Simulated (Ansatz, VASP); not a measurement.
# SnGe2Te3: VASP beside Ansatz

Contents of INCAR:

```
SYSTEM = SnGe2Te3
PREC = Accurate ; ENCUT = 520
EDIFF = 1E-7 ; ISMEAR = 0
SIGMA = 0.1 ; LREAL = .False.
LASPH = .True. ; NELM = 80
ALGO = Normal ; ISIF = 2
LWAVE = .False. ; LCHARG = .True.
GGA = PE ; LELF = .True.
LVHAR = .True. ; NBANDS = 39
```

Contents of KPOINTS:

```
Automatic mesh
0
Gamma
  6 6 6
  0 0 0
```

POSCAR

```
SnGe2Te3
1.0
   -2.1788326000      2.1788326000      9.2218775000
    2.1788326000     -2.1788326000      9.2218775000
    2.1788326000      2.1788326000     -9.2218775000
Sn Ge Te
1 2 3
Direct
    0.0000000000      0.0000000000      0.0000000000
    0.6685680000      0.6685680000      0.0000000000
    0.3314320000      0.3314320000      0.0000000000
    0.8280910000      0.8280910000      0.0000000000
    0.5000000000      0.5000000000      0.0000000000
    0.1719090000      0.1719090000      0.0000000000
```

Input for Ansatz:

```yaml
crystal:
  lattice:
    - [-2.1788326, 2.1788326, 9.2218775]
    - [2.1788326, -2.1788326, 9.2218775]
    - [2.1788326, 2.1788326, -9.2218775]
  atoms:
    - { symbol: Sn, position: [0.0, 0.0, 0.0] }
    - { symbol: Ge, position: [0.668568, 0.668568, 0.0] }
    - { symbol: Ge, position: [0.331432, 0.331432, 0.0] }
    - { symbol: Te, position: [0.828091, 0.828091, 0.0] }
    - { symbol: Te, position: [0.5, 0.5, 0.0] }
    - { symbol: Te, position: [0.171909, 0.171909, 0.0] }
basis:
  ecutwfc: 420
kpoints:
  mp_grid: { grid: [6, 6, 6] }
hamiltonian:
  xc: pbe
scf:
  occupations: { method: gaussian, width: 0.1 }
  lower_state_search: "off"
output:
  forces: true
  stress: true
  eigenvalues: true
```

Alike in both runs: task single point; functional PBE; k mesh 6 × 6 × 6; occupations gaussian, width 0.1 eV; no spin polarisation.

|  | VASP | Ansatz |
| --- | --- | --- |
| version | VASP 6.6.1 | Ansatz 0.2.0 |
| potentials or method | VASP PAW PBE potentials, release 64 (Sn_d, Ge_d, Te), cutoff 520 eV | scalar-relativistic, plane waves, PAW |
| valence electrons in the cell | 60 | 90 |

```tsv
	VASP	Ansatz	Ansatz less VASP
gap on the k mesh at the Fermi level (eV)	0.26	0.26	+0.001
least direct gap on the mesh (eV)	0.26	0.26	+0.001
pressure (GPa)	0.1	0.1	+0.02
```

With one functional, cell and mesh, what is left measures potentials, basis and numerics. VASP's potentials hold 60 valence electrons a cell and Ansatz's 90, so a difference there can come from the potentials and not from the codes.

Neither program's run includes spin-orbit coupling.
